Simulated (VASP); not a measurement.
CdW2:

```
CELL_PARAMETERS angstrom
-1.76447 1.76447 4.32847
1.76447 -1.76447 4.32847
1.76447 1.76447 -4.32847
ATOMIC_POSITIONS crystal
Cd 0.00000 0.00000 0.00000
W 0.66500 0.66500 0.00000
W 0.33500 0.33500 0.00000
```

| Property | Result |
| --- | --- |
| Program | VASP 6.6.1 |
| Task | relaxation of cell and atoms |
| Functional | PBE |
| Potentials or basis | VASP PAW PBE potentials, release 64 (Cd, W_sv) |
| Cutoff | 600 eV |
| k mesh | 6 × 6 × 6 |
| Occupations | gaussian, width 0.1 eV |
| Spin | no spin polarisation |

At the start: pressure -7.7 GPa; volume 17.97 Å³/atom.

Problem. Where does the relaxation end?

Solution. Over 12 steps the energy falls by 172.1 meV/atom and the volume is 17.84 Å³/atom (-0.7 %); space group I4/mmm (No. 139, to 0.1 Å) before and after.

The path:
```csv
step,energy change (eV),largest force (eV/Å),pressure (GPa),volume (Å³)
1,0.0000,1.7106,-7.74,53.90
2,0.0279,0.0721,23.90,47.41
3,-0.1667,1.2449,5.40,50.54
4,-0.3793,0.1476,6.09,50.97
5,-0.3923,0.9080,8.32,51.17
6,-0.4609,0.0886,-6.27,55.85
7,-0.4872,0.3581,-1.71,54.09
8,-0.5126,0.2005,0.23,53.51
9,-0.5150,0.1107,1.17,53.24
10,-0.5151,0.1215,1.08,53.27
11,-0.5151,0.1511,-1.04,53.77
12,-0.5164,0.0162,0.04,53.52
```

Final structure:
```xyz
3
Lattice="-1.6701 1.6701 4.7971 1.6701 -1.6701 4.7971 1.6701 1.6701 -4.7971" Properties=species:S:1:pos:R:3 pbc="T T T"
Cd    0.0000    0.0000    0.0000
W     0.0000    0.0000    6.5976
W     0.0000    0.0000    2.9967
```
